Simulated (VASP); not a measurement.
Runs of VASP 6.6.1 on Tl. The structure is that of space group P6_3/mmc (No. 194), or close to it. The cells are those of the table. 

| cell | gap on the mesh (eV) | pressure (GPa) |
| --- | --- | --- |
| a = 3.876, b = 3.876, c = 5.910 Å, angles 90.0, 90.0, 120.0°, 2 atoms | none | -1.1 |
| a = 3.727, b = 3.727, c = 5.683 Å, angles 90.0, 90.0, 120.0°, 2 atoms | none | 0.9 |
| a = 3.828, b = 3.828, c = 5.837 Å, angles 90.0, 90.0, 120.0°, 2 atoms | none | -0.6 |
| a = 3.924, b = 3.924, c = 5.983 Å, angles 90.0, 90.0, 120.0°, 2 atoms | none | (a) |
| a = 3.675, b = 3.675, c = 5.603 Å, angles 90.0, 90.0, 120.0°, 2 atoms | none | (b) |

Alike in all rows: task single point; level BLYP; potentials or basis VASP PAW PBE potentials, release 64 (Tl_d); no spin polarisation; k mesh 16 × 16 × 9; cutoff (eV) 520; smearing fermi-dirac 0.1 eV.

Question: Estimate the missing entries.

Answer: (a) -1.5; (b) 1.9.

Caveats: the PAW data sets were made with another functional, which shifts forces and pressure a little; spin-orbit coupling is left out, which moves the levels of the heavy elements.

A k mesh can miss the band edges, and the runs leave out spin-orbit coupling on Tl.

A gap of «none» marks levels without a gap at the run's occupations.
